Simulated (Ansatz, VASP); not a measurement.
## One calculation of AlP2, two programs

```xyz
6
Lattice="0.0000 4.6223 4.3740 2.4396 0.0000 4.3740 2.4396 4.6223 0.0000" Properties=species:S:1:pos:R:3 pbc="T T T"
Al    3.6594    6.9334    6.5609
Al    2.4396    4.6223    4.3740
P     1.2198    1.2047    2.1870
P     1.2198    3.4176    2.1870
P     2.4396    1.1065    4.3740
P     2.4396    8.1380    4.3740
```

Alike in both runs: functional PBE; k mesh 10 × 10 × 10; occupations gaussian, width 0.1 eV; no spin polarisation.

Ansatz relaxed the structure, and its values are those at the end. VASP's run is a single point on that final structure, the one shown.

```csv
,VASP,Ansatz
version,VASP 6.6.1,Ansatz 0.2.0
potentials or method,"VASP PAW PBE potentials, release 64 (Al, P), cutoff 520 eV","scalar-relativistic, plane waves, PAW"
valence electrons in the cell,26,26
```

Ansatz gave:

* gap on the k mesh at the Fermi level (eV): none
* pressure (GPa): 0.0
* rms of the force components (eV/Å): 0.001

Problem. Which values does VASP return?

Solution. gap on the k mesh at the Fermi level (eV): none; pressure (GPa): -0.2; rms of the force components (eV/Å): 0.021.

A gap of «none» marks a metal or a gap that the smearing closes. With one functional, cell and mesh, what is left measures potentials, basis and numerics.
